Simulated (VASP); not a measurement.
Wanted: the native input for a VASP 6.6.1 run.

| Item | Value |
| --- | --- |
| Task | relaxation of shape and atoms at fixed volume |
| Functional | PBE |
| Potentials or basis | VASP PAW PBE potentials, release 64 (Be) |
| Cutoff | 600 eV |
| k mesh | 21 × 21 × 12 |
| Occupations | gaussian, width 0.1 eV |
| Spin | no spin polarisation |
| Dipole correction | no |
| Further INCAR settings | ALGO = Fast; EDIFF = 1e-06; IBRION = 2; EDIFFG = -0.01; NSW = 50; ISIF = 4 |

The structure of Be lies in POSCAR:

```
Be
1.0
    2.2851025677      0.0000000000      0.0000000000
   -1.1425512839      1.9789568739      0.0000000000
    0.0000000000      0.0000000000      3.6020548684
Be
2
Direct
    0.3333333333      0.6666666667      0.2500000000
    0.6666666667      0.3333333333      0.7500000000
```

These files were run (other wordings do the same):

INCAR

```
SYSTEM = Be
  ALGO = Fast
  EDIFF = 1E-6
  EDIFFG = -0.01
  ENCUT = 600
  GGA = PE
  IBRION = 2
  ISIF = 4
  ISMEAR = 0
  LASPH = .TRUE.
  LCHARG = .FALSE.
  LREAL = .FALSE.
  LWAVE = .FALSE.
  NELM = 60
  NSW = 50
  PREC = Accurate
  SIGMA = 0.1
```

KPOINTS

```
k-points
0
G
  21 21 12
  0 0 0
```

Potentials or basis: VASP PAW PBE potentials, release 64 (Be).

Launch:

```console
$ cat potpaw_PBE.64/Be/POTCAR > POTCAR
$ mpirun -np 1 vasp_std > vasp.out
```

It gave:

```yaml
Energy_gained_by_relaxing: 0.0 meV/atom
Ionic_steps: 2
Pressure_after_relaxing: -3.3 GPa
Band_gap_on_the_k_mesh: zero (bands 2 and 3 overlap by 2.06 eV)
```

Run time: 20 s on 1 thread of Intel(R) Xeon(R) Platinum 8488C (Sapphire Rapids) (shared host), peak memory 0.15 GiB.
